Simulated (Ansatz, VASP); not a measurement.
# Zn: VASP beside Ansatz

```
Zn
1.0
     0.00000    1.97977    1.97977
     1.97977    0.00000    1.97977
     1.97977    1.97977    0.00000
Zn
1
Direct
  0.00000 0.00000 0.00000
```

Alike in both runs: functional PBE; k mesh 18 × 18 × 18; occupations fermi-dirac, width 0.05 eV; no spin polarisation.

Ansatz relaxed the structure, and its values are those at the end. VASP's run is a single point on that final structure, the one shown.

```csv
,VASP,Ansatz
version,VASP 6.6.1,Ansatz 0.2.0
potentials or method,"VASP PAW PBE potentials, release 64 (Zn), cutoff 520 eV","all-electron LAPW, non-relativistic"
```

|  | VASP | Ansatz | Ansatz less VASP |
| --- | --- | --- | --- |
| pressure (GPa) | -1.2 | 0.0 | +1.19 |

Ansatz ran all-electron here, and VASP with PAW potentials.
